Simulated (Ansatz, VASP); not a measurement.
# SiC: VASP beside Ansatz

```
CELL_PARAMETERS angstrom
3.07600 0.00000 0.00000
-1.53800 2.66389 0.00000
0.00000 0.00000 5.04800
ATOMIC_POSITIONS crystal
Si 0.66667 0.33333 0.00000
Si 0.33333 0.66667 0.50000
C 0.66667 0.33333 0.37500
C 0.33333 0.66667 0.87500
```

Alike in both runs: task relaxation of cell and atoms; functional PBE; k mesh 12 × 12 × 6; occupations gaussian, width 0.02 eV; no spin polarisation.

|  | VASP | Ansatz |
| --- | --- | --- |
| version | VASP 6.6.1 | Ansatz 0.2.0 |
| potentials or method | VASP PAW PBE potentials, release 64 (Si, C), cutoff 600 eV | scalar-relativistic, plane waves, PAW |
| valence electrons in the cell | 16 | 16 |

Ansatz gave:

```
gap on the k mesh at the Fermi level, each at its own relaxed structure (eV) : 2.31
relaxed volume (Å³/atom)                                                     : 10.50
relaxed cell length with the largest relative difference (Å)                 : 3.092
```

Task: What did VASP give for the same quantities?

Result: gap on the k mesh at the Fermi level, each at its own relaxed structure (eV): 2.30; relaxed volume (Å³/atom): 10.50; relaxed cell length with the largest relative difference (Å): 3.091.
